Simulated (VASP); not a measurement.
A run of VASP 6.6.1:

Contents of POSCAR:

```
Sr
1.0
   -2.4250000000      2.7431600000      2.4250000000
    2.4250000000     -2.7431600000      2.4250000000
    2.4250000000      2.7431600000     -2.4250000000
Sr
1
Direct
    0.0000000000      0.0000000000      0.0000000000
```

Contents of INCAR.step1:

```
SYSTEM = Sr
  PREC = Accurate
  ENCUT = 520
  ISMEAR = 0
  SIGMA = 0.15
  LREAL = .FALSE.
  LASPH = .TRUE.
  NELM = 60
  NBANDS = 11
  GGA = PE
  ALGO = Normal
  EDIFF = 1E-4
  LWAVE = .TRUE.
  LCHARG = .FALSE.
```

The input INCAR.step2:

```
SYSTEM = Sr
  PREC = Accurate
  ENCUT = 520
  EDIFF = 1E-6
  ISMEAR = 0
  SIGMA = 0.15
  LREAL = .FALSE.
  LASPH = .TRUE.
  NELM = 60
  ALGO = Normal
  ISIF = 2
  LWAVE = .FALSE.
  LCHARG = .FALSE.
  METAGGA = R2SCAN
  LMIXTAU = .TRUE.
  NBANDS = 11
  ISTART = 1
```

File KPOINTS:

```
regular mesh
0
G
  14 14 14
  0 0 0
```

Potentials or basis: VASP PAW PBE potentials, release 64 (Sr_sv).

The run is started by

```console
$ cat potpaw_PBE.64/Sr_sv/POTCAR > POTCAR
$ cp INCAR.step1 INCAR
$ mpirun -np 1 vasp_std > vasp.out
$ cp INCAR.step2 INCAR
$ mpirun -np 1 vasp_std > vasp.out
```

Hardware: 1 thread of Intel Xeon 8259CL (shared host).

**Question.** How long does it take, and how much memory?

**Answer.** It took 14 min on 1 thread of Intel Xeon 8259CL, with other jobs on the host, peak memory 0.34 GiB. Counts: k points 244.
